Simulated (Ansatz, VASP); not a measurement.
# Ir: VASP beside Ansatz

```xyz
1
Lattice="-1.5552 1.5552 1.5552 1.5552 -1.5552 1.5552 1.5552 1.5552 -1.5552" Properties=species:S:1:pos:R:3 pbc="T T T"
Ir    0.0000    0.0000    0.0000
```

Alike in both runs: task relaxation of cell and atoms; functional PBE; k mesh 19 × 19 × 19; occupations fermi-dirac, width 0.05 eV; no spin polarisation.

```csv
,VASP,Ansatz
version,VASP 6.6.1,Ansatz 0.2.0
potentials or method,"VASP PAW PBE potentials, release 64 (Ir), cutoff 600 eV","all-electron LAPW, scalar-relativistic"
```

```csv
,VASP,Ansatz,Ansatz less VASP
relaxed volume (Å³/atom),15.07,15.04,-0.029
relaxed cell length with the largest relative difference (Å),2.695,2.693,-0.0017
```

Ansatz ran all-electron here, and VASP with PAW potentials.

Neither program's run includes spin-orbit coupling.
